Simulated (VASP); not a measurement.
A run of VASP 6.6.1:

Contents of INCAR:

```
SYSTEM = TiCo
PREC = Accurate
ENCUT = 520
EDIFF = 1E-6
ISMEAR = 0
SIGMA = 0.15
LREAL = .FALSE.
LASPH = .TRUE.
NELM = 150
ALGO = Fast
ISIF = 2
LWAVE = .FALSE.
LCHARG = .TRUE.
ISPIN = 2
MAGMOM = 0 0.6
LORBIT = 11
LMAXMIX = 4
GGA = PE
LELF = .TRUE.
LVHAR = .TRUE.
NBANDS = 22
```

The input KPOINTS:

```
Automatic mesh
0
G
  16 16 16
  0 0 0
```

Contents of POSCAR:

```
TiCo
1.0
    2.9861109900      0.0000000000      0.0000000000
    0.0000000000      2.9861109900      0.0000000000
    0.0000000000      0.0000000000      2.9562498801
Ti Co
1 1
Direct
    0.0000000000      0.0000000000      0.0000000000
    0.5000000000      0.5000000000      0.5000000000
```

Potentials or basis: VASP PAW PBE potentials, release 64 (Ti_sv, Co).

Launch:

```sh
$ cat potpaw_PBE.64/Ti_sv/POTCAR potpaw_PBE.64/Co/POTCAR > POTCAR
$ mpirun -np 1 vasp_std > vasp.out
```

Hardware: 1 thread of Intel(R) Xeon(R) Platinum 8488C (Sapphire Rapids) (shared host).

Question: Estimate the wall time of this run.

Answer: Wall time 5.1 min on 1 thread of Intel(R) Xeon(R) Platinum 8488C (Sapphire Rapids), with other jobs on the host, peak memory 0.45 GiB. Counts: scf iterations 20, k points 405.
